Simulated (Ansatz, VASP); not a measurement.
## InH: VASP beside Ansatz

```
CELL_PARAMETERS angstrom
3.47746 0.00000 0.00000
-1.73873 3.01157 0.00000
0.00000 0.00000 12.75565
ATOMIC_POSITIONS crystal
In 0.00000 0.00000 0.00000
In 0.33333 0.66667 0.25000
In 0.00000 0.00000 0.50000
In 0.66667 0.33333 0.75000
H 0.33333 0.66667 0.57193
H 0.66667 0.33333 0.42807
H 0.66667 0.33333 0.07193
H 0.33333 0.66667 0.92807
```

Alike in both runs: functional PBE; k mesh 12 × 12 × 4; occupations gaussian, width 0.1 eV; no spin polarisation.

Ansatz relaxed the structure, and its values are those at the end. VASP's run is a single point on that final structure, the one shown.

|  | VASP | Ansatz |
| --- | --- | --- |
| version | VASP 6.6.1 | Ansatz 0.2.0 |
| potentials or method | VASP PAW PBE potentials, release 64 (In_d, H), cutoff 500 eV | scalar-relativistic, plane waves, PAW |
| valence electrons in the cell | 56 | 56 |

Ansatz gave:

- gap on the k mesh at the Fermi level (eV): none
- pressure (GPa): 0.0

Problem. Estimate VASP's values.

Solution. gap on the k mesh at the Fermi level (eV): none; pressure (GPa): -0.1.

A gap of «none» marks a metal or a gap that the smearing closes.
